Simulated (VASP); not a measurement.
# Ti6C in VASP: notebook

The runs below take Ti6C through single point, with PBE.

Program: VASP 6.6.1. These are calculated values, not measurements. Logs are shortened: lines on timing, memory, paths and dates and some standing lists are left out, and cuts for length are marked.

### Step 1. The cell of the first run

The cell holds a slab with vacuum, 7 atoms: a = 2.938 Å, b = 4.650 Å, c = 21.284 Å, α = 90.00°, β = 90.00°, γ = 90.00°.

### Step 2. Single point, PBE

INCAR

```
SYSTEM = Ti6C
PREC = Accurate
ENCUT = 520
EDIFF = 1E-6
ISMEAR = 0
SIGMA = 0.1
LREAL = .False.
LASPH = .True.
NELM = 100
ALGO = Normal
ISIF = 2
LWAVE = .False.
LCHARG = .False.
LDIPOL = .True.
IDIPOL = 3
DIPOL = 0.5 0.5 0.352
GGA = PE
NBANDS = 47
```

KPOINTS

```
regular mesh
0
Gamma
  9 6 1
  0 0 0
```

POSCAR

```
Ti6C
1.0
    2.9381632086      0.0000000000      0.0000000000
    0.0000000000      4.6504654178      0.0000000000
    0.0000000000      0.0000000000     21.2842240647
Ti C
6 1
Direct
    0.0000000000      0.7500000000      0.1879326203
    0.5000000000      0.2500000000      0.2277825419
    0.5000000000      0.7500000000      0.3074823851
    0.0000000000      0.2500000000      0.3461291958
    0.0000000000      0.7500000000      0.4220680041
    0.5000000000      0.2500000000      0.4596937166
    0.8333333333      0.4166666667      0.5155686214
```

Potentials or basis: VASP PAW PBE potentials, release 64 (Ti_sv, C).

Command:

```bash
$ cat potpaw_PBE.64/Ti_sv/POTCAR potpaw_PBE.64/C/POTCAR > POTCAR
$ mpirun -np 1 vasp_std > vasp.out
```

OUTCAR:

```text
SYSTEM = Ti6C
   PREC = Accurate
   ENCUT = 520
   EDIFF = 1E-6
   ISMEAR = 0
   LREAL = .False.
   LASPH = .True.
   NELM = 100
   ISIF = 2
   GGA = PE

 ion  position               nearest neighbor table
   1  0.000  0.750  0.188-   2 2.88   2 2.88   2 2.88   2 2.88
   2  0.500  0.250  0.228-   1 2.88   1 2.88   1 2.88   1 2.88   3 2.88   3 2.88   4 2.92   4 2.92

   3  0.500  0.750  0.307-   5 2.85   5 2.85   4 2.87   4 2.87   4 2.87   4 2.87   2 2.88   2 2.88

   4  0.000  0.250  0.346-   6 2.83   6 2.83   5 2.83   5 2.83   3 2.87   3 2.87   3 2.87   3 2.87
                             2 2.92   2 2.92
   5  0.000  0.750  0.422-   4 2.83   4 2.83   3 2.85   3 2.85   6 2.86   6 2.86   6 2.86   6 2.86

   6  0.500  0.250  0.460-   7 1.72   7 2.42   4 2.83   4 2.83   5 2.86   5 2.86   5 2.86   5 2.86

   7  0.833  0.417  0.516-   6 1.72   6 2.42

  LATTYP: Found a simple orthorhombic cell.
 ALAT       =     2.9381632086
 B/A-ratio  =     1.5827798143
 C/A-ratio  =     7.2440577849

  Lattice vectors:

 A1 = (   2.9381632086,   0.0000000000,   0.0000000000)
 A2 = (   0.0000000000,   4.6504654178,   0.0000000000)
 A3 = (   0.0000000000,   0.0000000000,  21.2842240647)

Analysis of symmetry for initial positions (statically):
=====================================================================
 Subroutine PRICEL returns:
 Original cell was already a primitive cell.

 Routine SETGRP: Setting up the symmetry group for a
 simple orthorhombic supercell.

 Subroutine GETGRP returns: Found  1 space group operations
 (whereof  1 operations were pure point group operations)
 out of a pool of  8 trial point group operations.

The static configuration has the point symmetry C_1 .

Analysis of symmetry for dynamics (positions and initial velocities):
=====================================================================
 Subroutine PRICEL returns:
 Original cell was already a primitive cell.

 Routine SETGRP: Setting up the symmetry group for a
 simple orthorhombic supercell.

 Subroutine GETGRP returns: Found  1 space group operations
 (whereof  1 operations were pure point group operations)
 out of a pool of  8 trial point group operations.

The dynamic configuration has the point symmetry C_1 .

 Subroutine INISYM returns: Found  1 space group operations
 (whereof  1 operations are pure point group operations),
 and found     1 'primitive' translations

----------------------------------------------------------------------------------------

                                     Primitive cell

  volume of cell :     290.8239

  direct lattice vectors                    reciprocal lattice vectors
     2.938163209  0.000000000  0.000000000     0.340348690  0.000000000  0.000000000
     0.000000000  4.650465418  0.000000000     0.000000000  0.215032241  0.000000000
     0.000000000  0.000000000 21.284224065     0.000000000  0.000000000  0.046983155

  length of vectors
     2.938163209  4.650465418 21.284224065     0.340348690  0.215032241  0.046983155

  position of ions in fractional coordinates (direct lattice)
     0.000000000  0.750000000  0.187932620
     0.500000000  0.250000000  0.227782542
     0.500000000  0.750000000  0.307482385
     0.000000000  0.250000000  0.346129196
     0.000000000  0.750000000  0.422068004
     0.500000000  0.250000000  0.459693717
     0.833333333  0.416666667  0.515568621

  ion indices of the primitive-cell ions
   primitive index   ion index
                 1           1
                 2           2
                 3           3
                 4           4
                 5           5
                 6           6
                 7           7

----------------------------------------------------------------------------------------

 KPOINTS: regular mesh

Automatic generation of k-mesh.
 Grid dimensions read from file:
 generate k-points for:    9    6    1

 Generating k-lattice:

  Cartesian coordinates                     Fractional coordinates (reciprocal lattice)
     0.037816521  0.000000000  0.000000000     0.111111111  0.000000000  0.000000000
     0.000000000  0.035838707  0.000000000     0.000000000  0.166666667  0.000000000
     0.000000000  0.000000000  0.046983155     0.000000000  0.000000000  1.000000000

  Length of vectors
     0.037816521  0.035838707  0.046983155

  Shift w.r.t. Gamma in fractional coordinates (k-lattice)
     0.000000000  0.000000000  0.000000000

 Subroutine IBZKPT returns following result:
 ===========================================

 Found     28 irreducible k-points:

 Following reciprocal coordinates:
            Coordinates               Weight
  0.000000  0.000000  0.000000      1.000000
  0.111111  0.000000  0.000000      2.000000
  0.222222  0.000000  0.000000      2.000000
  0.333333  0.000000  0.000000      2.000000
  0.444444  0.000000  0.000000      2.000000
  0.000000  0.166667  0.000000      2.000000
[... 16 lines left out ...]
  0.444444 -0.333333  0.000000      2.000000
  0.000000  0.500000  0.000000      1.000000
 [... further k-points ...]
   k-points           NKPTS =     28   k-points in BZ     NKDIM =     28   number of bands    NBANDS=     47
   number of dos      NEDOS =    301   number of ions     NIONS =      7
   total plane-waves  NPLWV = 138240
   dimension x,y,z NGX =    24 NGY =   36 NGZ =  160
   dimension x,y,z NGXF=    48 NGYF=   72 NGZF=  320
   ions per type =               6   1
   NGX,Y,Z   is equivalent  to a cutoff of  13.58, 12.87, 12.50 a.u.
   NGXF,Y,Z  is equivalent  to a cutoff of  27.16, 25.74, 24.99 a.u.
 SYSTEM =  Ti6C
   PREC   = accura    normal or accurate (medium, high low for compatibility)
   ISTART =      0    job   : 0-new  1-cont  2-samecut
   ICHARG =      2    charge: 1-file 2-atom 10-const
   ISPIN  =      1    spin polarized calculation?
   LNONCOLLINEAR =      F non collinear calculations
   LSORBIT =      F    spin-orbit coupling
   LASPH  =      T    aspherical Exc in radial PAW
   ENCUT  =  520.0 eV  38.22 Ry    6.18 a.u.   5.46  8.65 39.57*2*pi/ulx,y,z
   NELM   =    100;   NELMIN=  2; NELMDL= -5     # of ELM steps
   EDIFF  = 0.1E-05   stopping-criterion for ELM
   LREAL  =      F    real-space projection
   EDIFFG = 0.1E-04   stopping-criterion for IOM
   NSW    =      0    number of steps for IOM
   IBRION =     -1    ionic relax: 0-MD 1-quasi-New 2-CG
   NFREE  =      0    steps in history (QN), initial steepest desc. (CG)
   ISIF   =      2    stress and relaxation
   ISYM   =      2    0-nonsym 1-usesym 2-fastsym
   POTIM  = 0.5000    time-step for ionic-motion
   TEBEG  =    0.0;   TEEND  =   0.0 temperature during run
   PSTRESS=    0.0 pullay stress
   NELECT =      76.0000    total number of electrons
   NUPDOWN=      -1.0000    fix difference up-down
   EMIN   =  10.00;   EMAX   =-10.00  energy-range for DOS
   EFERMI =   0.00;   METHOD = LEGACY
   ISMEAR =     0;   SIGMA  =   0.10  broadening in eV -4-tet -1-fermi 0-gaus
   EFERMI_NEDOS =   21; number of points for ismear=-14 and -15
   IALGO  =     38    algorithm
   IMIX   =      4    mixing-type and parameters
     AMIX     =   0.40;   BMIX     =  1.00
     AMIX_MAG =   1.60;   BMIX_MAG =  1.00
  volume/ion in A,a.u.               =      41.55       280.37
  Fermi-wavevector in a.u.,A,eV,Ry     =   1.046653  1.977887 14.904939  1.095482
  Thomas-Fermi vector in A             =   2.181500
   LORBIT       =      0    0 simple, 1 ext, 2 COOP (PROOUT), +10 PAW based schemes
   GGA     = PE    functional components
   LHFCALC =     F    Hartree Fock is set to
   AEXX    =    0.0000 exact exchange contribution
   IVDW    =     0    specifies the selected vdW correction
   LEPSILON=     F    determine dielectric tensor
   LRPA    =     F    only Hartree local field effects (RPA)
 non-spin polarized calculation
 Gauss-broadening in eV      SIGMA  =   0.10
  energy-cutoff  :      520.00
  volume of cell :      290.82
 maximum number of plane-waves:      7881
 NGX is ok and might be reduce to    24
   NGX = 11   NGY = 17   NGZ = 79

 dipolmoment           0.000000      0.000000     -0.041980 electrons x Angstroem

 number of electron      76.0000010 magnetization

 dipolmoment           0.000000      0.000000      0.182674 electrons x Angstroem

 Free energy of the ion-electron system (eV)
  ---------------------------------------------------
  ext. energy  EPLUGINS =         0.00000000
  ---------------------------------------------------
  free energy    TOTEN  =       -50.12483653 eV

  energy without entropy =      -50.05856713  energy(sigma->0) =      -50.09170183

 E-fermi :   0.1067     XC(G=0):  -5.3004

 val. band max:        0.0975215308   @ k =   0.2222   0.5000   0.0000
 cond. band min:       0.1080064354   @ k =   0.1111   0.0000   0.0000
 fundamental gap:      0.0104849046
 Fermi energy:         0.1066670511

 k-point     1 :       0.0000    0.0000    0.0000
  band No.  band energies     occupation
      1     -56.9550      2.00000
      2     -56.7464      2.00000
      3     -56.6837      2.00000
      4     -56.6447      2.00000
      5     -56.6032      2.00000
      6     -55.8603      2.00000
[... 39 lines left out ...]
     46       1.2219      0.00000
     47       1.3645      0.00000

 k-point     2 :       0.1111    0.0000    0.0000
  band No.  band energies     occupation
      1     -56.9499      2.00000
      2     -56.7395      2.00000
      3     -56.6799      2.00000
      4     -56.6410      2.00000
      5     -56.6015      2.00000
      6     -55.8561      2.00000
[... 39 lines left out ...]
     46       1.2721      0.00000
     47       1.3321      0.00000

 k-point     3 :       0.2222    0.0000    0.0000
  band No.  band energies     occupation
      1     -56.9370      2.00000
      2     -56.7214      2.00000
      3     -56.6707      2.00000
      4     -56.6315      2.00000
      5     -56.5978      2.00000
      6     -55.8456      2.00000
[... 1039 lines left out ...]
     46       1.4489      0.00000
     47       1.6077      0.00000

 k-point    24 :       0.0000    0.5000    0.0000
  band No.  band energies     occupation
      1     -56.9474      2.00000
      2     -56.7171      2.00000
      3     -56.6831      2.00000
      4     -56.6521      2.00000
      5     -56.6315      2.00000
      6     -55.8632      2.00000
[... 39 lines left out ...]
     46       1.1593      0.00000
     47       1.5090      0.00000

 [... further k-points ...]

------------------------ aborting loop because EDIFF is reached ----------------------------------------

 vacuum level on the upper side and lower side of the slab       (xc-potential included)         1.171        -1.187

  FORCE on cell =-STRESS in cart. coord.  units (eV):
  Direction    XX          YY          ZZ          XY          YZ          ZX
  --------------------------------------------------------------------------------------
  -------------------------------------------------------------------------------------
  Total        0.7681034      0.1298759     -0.7194527      1.7402981      2.4837560      2.8661473
  in kB        4.2315559      0.7154992     -3.9635347      9.5874709     13.6832528     15.7898836
  external PRESSURE =       0.3278401 kB  Pullay stress =       0.0000000 kB

 VOLUME and BASIS-vectors are now :
 -----------------------------------------------------------------------------
  energy-cutoff  :      520.00
  volume of cell :      290.82
      direct lattice vectors                 reciprocal lattice vectors
     2.938163209  0.000000000  0.000000000     0.340348690  0.000000000  0.000000000
     0.000000000  4.650465418  0.000000000     0.000000000  0.215032241  0.000000000
     0.000000000  0.000000000 21.284224065     0.000000000  0.000000000  0.046983155

 POSITION                                       TOTAL-FORCE (eV/Angst)
 -----------------------------------------------------------------------------------
      0.00000      3.48785      4.00000         0.005776      0.018040      0.308399
      1.46908      1.16262      4.84817        -0.032076     -0.025246      0.146518
      1.46908      3.48785      6.54452         0.058909      0.080263     -0.255756
      0.00000      1.16262      7.36709         0.245569     -0.132994     -0.676452
      0.00000      3.48785      8.98339         0.093559     -0.767909      0.889196
      1.46908      1.16262      9.78422        -3.399674     -0.675091     -0.466785
      2.44847      1.93769     10.97348         3.027937      1.502938      0.054880
 -----------------------------------------------------------------------------------
    total drift:                                0.000034     -0.000035      0.000101

  FREE ENERGIE OF THE ION-ELECTRON SYSTEM (eV)
  ---------------------------------------------------
  free  energy   TOTEN  =       -50.1248365280 eV

  energy  without entropy=      -50.0585671325  energy(sigma->0) =      -50.09170183

 vacuum level on the upper side and lower side of the slab         6.278         3.801
```

It took 24 min on 1 thread of Intel Xeon Platinum 8175M at 2.50GHz (Skylake/Cascade Lake), shared host; peak memory 0.51 GiB.

What came out:

- Free energy: -50.1248 eV
- Largest force: 3.497 eV/Å
- Band gap on the k mesh: zero (band 38 reaches 0.28 eV, above the bottom of band 39 at 0.02 eV)

Forces in eV/Å, atoms in the order of the input:
```
Ti   0.006  0.018  0.308
Ti  -0.032 -0.025  0.147
Ti   0.059  0.080 -0.256
Ti   0.246 -0.133 -0.676
Ti   0.094 -0.768  0.889
Ti  -3.400 -0.675 -0.467
C    3.028  1.503  0.055
```

Levels at points of the mesh, in eV from the Fermi level:
```
           k point  band 35  band 36  band 37  band 38  band 39  band 40  band 41  band 42
(0.00, 0.00, 0.00)    -0.55    -0.26     0.03     0.08     0.39     0.61     0.73     0.88
(0.00, 0.50, 0.00)    -0.67    -0.44    -0.15     0.02     0.19     0.33     0.41     0.49
```

### Step 3. Single point, PBE

INCAR

```
  PREC = Accurate
  ENCUT = 520
  EDIFF = 1E-6
  ISMEAR = 0
  SIGMA = 0.1
  LREAL = False
  LASPH = True
  NELM = 80
  ALGO = Normal
  ISIF = 2
  LWAVE = False
  LCHARG = True
  LDIPOL = True
  IDIPOL = 3
  DIPOL = 0.5 0.5 0.355
  GGA = PE
  LELF = True
  LVHAR = True
  LVACPOTAV = True
  NBANDS = 47
```

KPOINTS

```
Automatic mesh
0
Gamma
  9 6 1
```

Changes to POSCAR since step 2:

```diff
@@ -14,2 +14,2 @@
     0.5000000000      0.2500000000      0.4596937166
-    0.8333333333      0.4166666667      0.5155686214
+    0.6666666667      0.4166666667      0.5319854186
```

Potentials or basis: VASP PAW PBE potentials, release 64 (Ti_sv, C).

Command:

```bash
$ cat potpaw_PBE.64/Ti_sv/POTCAR potpaw_PBE.64/C/POTCAR > POTCAR
$ mpirun -np 1 vasp_std > vasp.out
```

It took 20 min on 1 thread of Intel Xeon Platinum 8175M at 2.50GHz (Skylake/Cascade Lake), shared host; peak memory 0.51 GiB.

It converged, with:

- Free energy: -49.0218 eV
- Largest force: 2.117 eV/Å
- Band gap on the k mesh: zero (band 38 reaches 0.41 eV, above the bottom of band 39 at -0.13 eV)

Forces on the atoms (eV/Å):
```
Ti   0.026  0.016  0.290
Ti  -0.043 -0.027  0.146
Ti   0.042 -0.010 -0.262
Ti   0.173 -0.062 -0.332
Ti   0.093 -0.778  0.705
Ti  -1.859 -0.560 -0.627
C    1.567  1.422  0.079
```

Levels at points of the mesh, in eV from the Fermi level:
| k point | band 36 | band 37 | band 38 | band 39 | band 40 | band 41 |
| --- | --- | --- | --- | --- | --- | --- |
| (0.00, 0.00, 0.00) | -0.09 | 0.08 | 0.41 | 0.53 | 0.60 | 0.76 |
| (0.00, 0.50, 0.00) | -0.45 | -0.09 | 0.05 | 0.21 | 0.35 | 0.45 |
